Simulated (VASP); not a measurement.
# GaP (F-43m) in VASP: notebook

GaP is run at these levels: PBE; tasks: relaxation of cell and atoms.

Everything below comes from runs of VASP 6.6.1. Logs are shortened: lines on timing, memory, paths and dates and some standing lists are left out, and cuts for length are marked.

### 1 The cell of the first run

Symmetry: F-43m, No. 216, cubic system. Conventional cell: a = 5.451 Å, b = 5.451 Å, c = 5.451 Å, α = 90.00°, β = 90.00°, γ = 90.00°. Ga (site symmetry -43m) has 4 P at 2.36 Å within 3.1 Å. Within 3.1 Å of P (site symmetry -43m) lie 4 Ga at 2.36 Å.

### 2 Relaxation of cell and atoms, PBE, target pressure 4 GPa, at which the enthalpy is minimised

INCAR

```
ALGO = Normal
EDIFF = 1E-7
EDIFFG = -0.01
ENCUT = 500
GGA = PE
GGA_COMPAT = F
IBRION = 2
ISIF = 3
ISMEAR = 0
LASPH = T
LCHARG = F
LREAL = F
LWAVE = F
NELM = 120
NELMIN = 4
NSW = 80
PREC = Accurate
PSTRESS = 40.0
SIGMA = 0.01
```

KPOINTS

```
k-points
0
Gamma
  7 7 7
```

POSCAR

```
GaP
1.0
    0.0000000000      2.7252500000      2.7252500000
    2.7252500000      0.0000000000      2.7252500000
    2.7252500000      2.7252500000      0.0000000000
Ga P
1 1
Direct
    0.0000000000      0.0000000000      0.0000000000
    0.2500000000      0.2500000000      0.2500000000
```

Potentials or basis: VASP PAW PBE potentials, release 64 (Ga_d, P).

Command:

```console
cat potpaw_PBE.64/Ga_d/POTCAR potpaw_PBE.64/P/POTCAR > POTCAR
mpirun -np 1 vasp_std > vasp.out
```

OUTCAR:

```text
EDIFF = 1E-7
   EDIFFG = -0.01
   ENCUT = 500
   GGA = PE
   IBRION = 2
   ISIF = 3
   ISMEAR = 0
   LASPH = T
   LREAL = F
   NELM = 120
   NELMIN = 4
   NSW = 80
   PREC = Accurate
   PSTRESS = 40.0

 ion  position               nearest neighbor table
   1  0.000  0.000  0.000-   2 2.36   2 2.36   2 2.36   2 2.36
   2  0.250  0.250  0.250-   1 2.36   1 2.36   1 2.36   1 2.36

  LATTYP: Found a face centered cubic cell.
 ALAT       =     5.4505000000

  Lattice vectors:

 A1 = (   0.0000000000,   2.7252500000,   2.7252500000)
 A2 = (   2.7252500000,   0.0000000000,   2.7252500000)
 A3 = (   2.7252500000,   2.7252500000,   0.0000000000)

Analysis of symmetry for initial positions (statically):
=====================================================================
 Subroutine PRICEL returns:
 Original cell was already a primitive cell.

 Routine SETGRP: Setting up the symmetry group for a
 face centered cubic supercell.

 Subroutine GETGRP returns: Found 24 space group operations
 (whereof 24 operations were pure point group operations)
 out of a pool of 48 trial point group operations.

The static configuration has the point symmetry T_d .

Analysis of symmetry for dynamics (positions and initial velocities):
=====================================================================
 Subroutine PRICEL returns:
 Original cell was already a primitive cell.

 Routine SETGRP: Setting up the symmetry group for a
 face centered cubic supercell.

 Subroutine GETGRP returns: Found 24 space group operations
 (whereof 24 operations were pure point group operations)
 out of a pool of 48 trial point group operations.

The dynamic configuration has the point symmetry T_d .

 Subroutine INISYM returns: Found 24 space group operations
 (whereof 24 operations are pure point group operations),
 and found     1 'primitive' translations

----------------------------------------------------------------------------------------

                                     Primitive cell

  volume of cell :      40.4808

  direct lattice vectors                    reciprocal lattice vectors
     0.000000000  2.725250000  2.725250000    -0.183469406  0.183469406  0.183469406
     2.725250000  0.000000000  2.725250000     0.183469406 -0.183469406  0.183469406
     2.725250000  2.725250000  0.000000000     0.183469406  0.183469406 -0.183469406

  length of vectors
     3.854085511  3.854085511  3.854085511     0.317778334  0.317778334  0.317778334

  position of ions in fractional coordinates (direct lattice)
     0.000000000  0.000000000  0.000000000
     0.250000000  0.250000000  0.250000000

  ion indices of the primitive-cell ions
   primitive index   ion index
                 1           1
                 2           2

----------------------------------------------------------------------------------------

 KPOINTS: k-points

Automatic generation of k-mesh.
 Grid dimensions read from file:
 generate k-points for:    7    7    7

 Generating k-lattice:

  Cartesian coordinates                     Fractional coordinates (reciprocal lattice)
    -0.026209915  0.026209915  0.026209915     0.142857143  0.000000000  0.000000000
     0.026209915 -0.026209915  0.026209915     0.000000000  0.142857143  0.000000000
     0.026209915  0.026209915 -0.026209915     0.000000000  0.000000000  0.142857143

  Length of vectors
     0.045396905  0.045396905  0.045396905

  Shift w.r.t. Gamma in fractional coordinates (k-lattice)
     0.000000000  0.000000000  0.000000000

 Subroutine IBZKPT returns following result:
 ===========================================

 Found     20 irreducible k-points:

 Following reciprocal coordinates:
            Coordinates               Weight
  0.000000  0.000000  0.000000      1.000000
  0.142857  0.000000  0.000000      8.000000
  0.285714  0.000000  0.000000      8.000000
  0.428571  0.000000  0.000000      8.000000
  0.142857  0.142857  0.000000      6.000000
  0.285714  0.142857  0.000000     24.000000
[... 12 lines left out ...]
 -0.428571  0.428571  0.142857     24.000000
 -0.285714  0.428571  0.142857     24.000000
   k-points           NKPTS =     20   k-points in BZ     NKDIM =     20   number of bands    NBANDS=     13
   number of dos      NEDOS =    301   number of ions     NIONS =      2
   total plane-waves  NPLWV =  21952
   dimension x,y,z NGX =    28 NGY =   28 NGZ =   28
   dimension x,y,z NGXF=    56 NGYF=   56 NGZF=   56
   ions per type =               1   1
   NGX,Y,Z   is equivalent  to a cutoff of  12.08, 12.08, 12.08 a.u.
   NGXF,Y,Z  is equivalent  to a cutoff of  24.16, 24.16, 24.16 a.u.
 SYSTEM =  unknown system
   PREC   = accura    normal or accurate (medium, high low for compatibility)
   ISTART =      0    job   : 0-new  1-cont  2-samecut
   ICHARG =      2    charge: 1-file 2-atom 10-const
   ISPIN  =      1    spin polarized calculation?
   LNONCOLLINEAR =      F non collinear calculations
   LSORBIT =      F    spin-orbit coupling
   LASPH  =      T    aspherical Exc in radial PAW
   ENCUT  =  500.0 eV  36.75 Ry    6.06 a.u.   7.03  7.03  7.03*2*pi/ulx,y,z
   NELM   =    120;   NELMIN=  4; NELMDL= -5     # of ELM steps
   EDIFF  = 0.1E-06   stopping-criterion for ELM
   LREAL  =      F    real-space projection
   EDIFFG = -.1E-01   stopping-criterion for IOM
   NSW    =     80    number of steps for IOM
   IBRION =      2    ionic relax: 0-MD 1-quasi-New 2-CG
   NFREE  =      1    steps in history (QN), initial steepest desc. (CG)
   ISIF   =      3    stress and relaxation
   ISYM   =      2    0-nonsym 1-usesym 2-fastsym
   POTIM  = 0.5000    time-step for ionic-motion
   TEBEG  =    0.0;   TEEND  =   0.0 temperature during run
   PSTRESS=   40.0 pullay stress
   NELECT =      18.0000    total number of electrons
   NUPDOWN=      -1.0000    fix difference up-down
   EMIN   =  10.00;   EMAX   =-10.00  energy-range for DOS
   EFERMI =   0.00;   METHOD = LEGACY
   ISMEAR =     0;   SIGMA  =   0.01  broadening in eV -4-tet -1-fermi 0-gaus
   EFERMI_NEDOS =   21; number of points for ismear=-14 and -15
   IALGO  =     38    algorithm
   IMIX   =      4    mixing-type and parameters
     AMIX     =   0.40;   BMIX     =  1.00
     AMIX_MAG =   1.60;   BMIX_MAG =  1.00
  volume/ion in A,a.u.               =      20.24       136.59
  Fermi-wavevector in a.u.,A,eV,Ry     =   1.249538  2.361284 21.243377  1.561344
  Thomas-Fermi vector in A             =   2.383574
   LORBIT       =      0    0 simple, 1 ext, 2 COOP (PROOUT), +10 PAW based schemes
   GGA     = PE    functional components
   LHFCALC =     F    Hartree Fock is set to
   AEXX    =    0.0000 exact exchange contribution
   IVDW    =     0    specifies the selected vdW correction
   LEPSILON=     F    determine dielectric tensor
   LRPA    =     F    only Hartree local field effects (RPA)
 conjugate gradient relaxation of ions
 non-spin polarized calculation
 Gauss-broadening in eV      SIGMA  =   0.01
  energy-cutoff  :      500.00
  volume of cell :       40.48
 maximum number of plane-waves:      1040
   NGX = 13   NGY = 13   NGZ = 13

--------------------------------------- Ionic step        1  -------------------------------------------

 number of electron      18.0000016 magnetization

 Free energy of the ion-electron system (eV)
  ---------------------------------------------------
  ext. energy  EPLUGINS =         0.00000000
  ---------------------------------------------------
  free energy    TOTEN  =        -9.11233635 eV

  energy without entropy =       -9.11233635  energy(sigma->0) =       -9.11233635

------------------------ aborting loop because EDIFF is reached ----------------------------------------

  FORCE on cell =-STRESS in cart. coord.  units (eV):
  Direction    XX          YY          ZZ          XY          YZ          ZX
  --------------------------------------------------------------------------------------
  -------------------------------------------------------------------------------------
  Total        0.6254889      0.6254889      0.6254889     -0.0000000      0.0000000     -0.0000000
  in kB       24.7560379     24.7560379     24.7560379     -0.0000000      0.0000000     -0.0000000
  external PRESSURE =     -15.2439621 kB  Pullay stress =      40.0000000 kB

 VOLUME and BASIS-vectors are now :
 -----------------------------------------------------------------------------
  energy-cutoff  :      500.00
  volume of cell :       40.48
      direct lattice vectors                 reciprocal lattice vectors
     0.000000000  2.725250000  2.725250000    -0.183469406  0.183469406  0.183469406
     2.725250000  0.000000000  2.725250000     0.183469406 -0.183469406  0.183469406
     2.725250000  2.725250000  0.000000000     0.183469406  0.183469406 -0.183469406
[... 46 lines left out ...]
  FREE ENERGIE OF THE ION-ELECTRON SYSTEM (eV)
  ---------------------------------------------------
  free  energy   TOTEN  =        -9.0862418307 eV

  energy  without entropy=       -9.0862418307  energy(sigma->0) =       -9.08624183

  enthalpy is  TOTEN    =        -8.1035044488 eV   P V=        0.9827373818

--------------------------------------- Ionic step        3  -------------------------------------------

 number of electron      18.0000010 magnetization

 Free energy of the ion-electron system (eV)
  ---------------------------------------------------
  ext. energy  EPLUGINS =         0.00000000
  ---------------------------------------------------
  free energy    TOTEN  =        -9.09872992 eV

  energy without entropy =       -9.09872992  energy(sigma->0) =       -9.09872992

 E-fermi :   4.9294     XC(G=0):  -9.9090

 val. band max:        4.8282474613   @ k =   0.0000   0.0000   0.0000
 cond. band min:       6.3884243835   @ k =   0.4286   0.4286   0.0000
 fundamental gap:      1.5601769222
 Fermi energy:         4.9294245870

 k-point     1 :       0.0000    0.0000    0.0000
  band No.  band energies     occupation
      1      -9.7548      2.00000
      2      -9.7548      2.00000
      3      -9.7548      2.00000
      4      -9.6499      2.00000
      5      -9.6499      2.00000
      6      -7.7921      2.00000
      7       4.8282      2.00000
      8       4.8282      2.00000
      9       4.8282      2.00000
     10       6.7946      0.00000
     11       8.7112      0.00000
     12       8.7112      0.00000
     13       8.7112      0.00000

 k-point     2 :       0.1429    0.0000    0.0000
  band No.  band energies     occupation
      1      -9.7738      2.00000
      2      -9.7485      2.00000
      3      -9.7485      2.00000
      4      -9.6499      2.00000
      5      -9.6499      2.00000
      6      -7.5227      2.00000
      7       2.8683      2.00000
      8       4.5321      2.00000
      9       4.5321      2.00000
     10       7.3616      0.00000
     11       9.1558      0.00000
[... 310 lines left out ...]
 POSITION                                       TOTAL-FORCE (eV/Angst)
 -----------------------------------------------------------------------------------
      0.00000      0.00000      0.00000         0.000000      0.000000      0.000000
      1.35499      1.35499      1.35499        -0.000000     -0.000000     -0.000000
 -----------------------------------------------------------------------------------
    total drift:                                0.000000      0.000000      0.000000

  FREE ENERGIE OF THE ION-ELECTRON SYSTEM (eV)
  ---------------------------------------------------
  free  energy   TOTEN  =        -9.0987299152 eV

  energy  without entropy=       -9.0987299152  energy(sigma->0) =       -9.09872992

  enthalpy is  TOTEN    =        -8.1049721453 eV   P V=        0.9937577699

 reached required accuracy - stopping structural energy minimisation
```

Run time: 66 s. Hardware: 1 thread of Intel Xeon 8259CL, shared host; peak memory 0.13 GiB.

Results:

```
Free energy                                                : -9.0987 eV
Relaxed volume                                             : 19.90 Å³/atom
Relaxed cell                                               : a = 3.832 Å, b = 3.832 Å, c = 3.832 Å, α = 60.00°, β = 60.00°, γ = 60.00°
Space group after relaxing (to 0.1 Å)                      : F-43m (No. 216)
Energy change on relaxing (the run minimises the enthalpy) : +6.8 meV/atom
Ionic steps                                                : 3
Pressure after relaxing                                    : 4.0 GPa
Band gap on the k mesh                                     : 1.56 eV (least direct gap 1.97 eV)
```

Step by step:
| step | energy change (eV) | largest force (eV/Å) | pressure (GPa) | volume (Å³) |
| --- | --- | --- | --- | --- |
| 1 | 0.0000 | 0.0000 | 2.48 | 40.48 |
| 2 | 0.0261 | 0.0000 | 5.07 | 39.36 |
| 3 | 0.0136 | 0.0000 | 3.98 | 39.80 |

Final structure:
```
Ga P
1.0
     0.00000    2.70999    2.70999
     2.70999    0.00000    2.70999
     2.70999    2.70999    0.00000
Ga P
1 1
Direct
  0.00000 0.00000 0.00000
  0.25000 0.25000 0.25000
```

Levels at points of the mesh, in eV from the valence-band top:
```
           k point  band 6  band 7  band 8  band 9  band 10  band 11  band 12  band 13
(0.00, 0.00, 0.00)  -12.62    0.00    0.00    0.00     1.97     3.88     3.88     3.88
```

Caveat: the cell is relaxed towards a set pressure, so the run minimises the enthalpy, not the energy; an odd mesh through Γ misses points on the zone boundary, where band edges can lie.

### 3 Relaxation of cell and atoms, PBE, target pressure 6 GPa, at which the enthalpy is minimised

INCAR

```
SYSTEM = GaP
  PREC = Accurate
  ENCUT = 500
  EDIFF = 1E-7
  ISMEAR = 0
  SIGMA = 0.01
  LREAL = .False.
  LASPH = .True.
  NELM = 120
  ALGO = Normal
  ISIF = 3
  LWAVE = .False.
  LCHARG = .False.
  GGA = PE
  IBRION = 2
  NSW = 80
  EDIFFG = -0.01
  PSTRESS = 60.0
  GGA_COMPAT = .False.
  NELMIN = 4
```

KPOINTS

```
regular mesh
0
Gamma
  7 7 7
  0 0 0
```

POSCAR is that of step 2.

Potentials or basis: VASP PAW PBE potentials, release 64 (Ga_d, P).

Command:

```console
cat potpaw_PBE.64/Ga_d/POTCAR potpaw_PBE.64/P/POTCAR > POTCAR
mpirun -np 1 vasp_std > vasp.out
```

Run time: 71 s. Hardware: 1 thread of Intel Xeon 8259CL, shared host; peak memory 0.13 GiB.

Results (log left out):

```yaml
Free_energy: -9.0739 eV
Relaxed_volume: 19.50 Å³/atom
Relaxed_cell: a = 3.807 Å, b = 3.807 Å, c = 3.807 Å, α = 60.00°, β = 60.00°, γ = 60.00°
Space_group_after_relaxing_to_0.1_Å: F-43m (No. 216)
Energy_change_on_relaxing_the_run_minimises_the_enthalpy: +19.2 meV/atom
Ionic_steps: 3
Pressure_after_relaxing: 6.0 GPa
Band_gap_on_the_k_mesh: 1.52 eV (least direct gap 2.14 eV)
```

The path:
```
step  energy change (eV)  largest force (eV/Å)  pressure (GPa)  volume (Å³)
   1              0.0000                0.0000            2.48        40.48
   2              0.0887                0.0000            9.01        37.93
   3              0.0384                0.0000            5.98        39.01
```

Final structure:
```
Ga P
1.0
     0.00000    2.69176    2.69176
     2.69176    0.00000    2.69176
     2.69176    2.69176    0.00000
Ga P
1 1
Direct
  0.00000 0.00000 0.00000
  0.25000 0.25000 0.25000
```

Levels at points of the mesh, in eV from the valence-band top:
| k point | band 7 | band 8 | band 9 | band 10 | band 11 | band 12 |
| --- | --- | --- | --- | --- | --- | --- |
| (0.00, 0.00, 0.00) | 0.00 | 0.00 | 0.00 | 2.14 | 3.88 | 3.88 |

Caveat: the cell is relaxed towards a set pressure, so the run minimises the enthalpy, not the energy; an odd mesh through Γ misses points on the zone boundary, where band edges can lie.

(Continued in part 2 of 2.)
